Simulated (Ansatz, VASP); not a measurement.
# Two plane-wave programs on LiF

```xyz
2
Lattice="0.0000 2.0417 2.0417 2.0417 0.0000 2.0417 2.0417 2.0417 0.0000" Properties=species:S:1:pos:R:3 pbc="T T T"
Li    0.0000    0.0000    0.0000
F     2.0417    2.0417    2.0417
```

Alike in both runs: task single point; functional RPBE; k mesh 10 × 10 × 10; occupations fermi-dirac, width 0.035 eV; no spin polarisation; Hubbard terms F p U = 2.0 eV.

|  | VASP | Ansatz |
| --- | --- | --- |
| version | VASP 6.6.1 | Ansatz 0.2.0 |
| potentials or method | VASP PAW PBE potentials, release 64 (Li_sv, F), cutoff 750 eV | scalar-relativistic, plane waves, PAW |
| valence electrons in the cell | 10 | 10 |

Ansatz gave:

* gap on the k mesh at the Fermi level (eV): 9.85
* least direct gap on the mesh (eV): 9.85
* pressure (GPa): 2.8

**Question.** Which values does VASP return?

**Answer.** gap on the k mesh at the Fermi level (eV): 9.27; least direct gap on the mesh (eV): 9.27; pressure (GPa): 1.3.

VASP's potentials were made for PBE, not for RPBE. The programs project onto different local orbitals, so the same U acts differently, and such runs can settle in different states.
